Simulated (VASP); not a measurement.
Write the native input for VASP 6.6.1 that does the following.

* Task: relaxation of cell and atoms
* Functional: PBEsol
* Potentials or basis: VASP PAW PBE potentials, release 64 (Mg)
* Cutoff: 600 eV
* k mesh: 18 × 18 × 10
* Occupations: fermi-dirac, width 0.1 eV
* Spin: no spin polarisation
* Target pressure: 100 GPa
* Dipole correction: no
* Further INCAR settings: ALGO = Normal; EDIFF = 1e-06; IBRION = 2; EDIFFG = -0.005; NSW = 32; ISIF = 3

The structure of Mg lies in POSCAR:

```
Mg
1.0
    2.5179746223      0.0000000000      0.0000000000
   -1.2589873111      2.1806299890      0.0000000000
    0.0000000000      0.0000000000      4.0794199444
Mg
2
Direct
    0.3333333333      0.6666666667      0.2500000000
    0.6666666667      0.3333333333      0.7500000000
```

These files were run (other wordings do the same):

INCAR

```
SYSTEM = Mg
PREC = Accurate
ENCUT = 600
EDIFF = 1E-6
ISMEAR = -1
SIGMA = 0.1
LREAL = .False.
LASPH = .True.
NELM = 100
ALGO = Normal
ISIF = 3
LWAVE = .False.
LCHARG = .False.
GGA = PS
IBRION = 2
NSW = 32
EDIFFG = -0.005
PSTRESS = 1000.0
```

KPOINTS

```
Automatic mesh
0
Gamma
  18 18 10
  0 0 0
```

Potentials or basis: VASP PAW PBE potentials, release 64 (Mg).

Run with:

```bash
$ cat potpaw_PBE.64/Mg/POTCAR > POTCAR
$ mpirun -np 1 vasp_std > vasp.out
```

Results of the run:

```
Relaxed volume                                             : 11.29 Å³/atom
Relaxed cell                                               : a = 2.525 Å, b = 2.525 Å, c = 4.091 Å, α = 90.00°, β = 90.00°, γ = 120.00°
Space group after relaxing (to 0.1 Å)                      : P6_3/mmc (No. 194)
Energy change on relaxing (the run minimises the enthalpy) : -58.6 meV/atom
Ionic steps                                                : 3
Pressure after relaxing                                    : 100.0 GPa
Band gap on the k mesh                                     : zero (bands 2 and 3 overlap by 2.22 eV)
```

Caveat: the cell is relaxed towards a set pressure, so the run minimises the enthalpy, not the energy; the PAW data sets were made with another functional, which shifts forces and pressure a little.

Wall time 30 s on 1 thread of Intel(R) Xeon(R) Platinum 8488C (Sapphire Rapids), with other jobs on the host, peak memory 0.17 GiB.
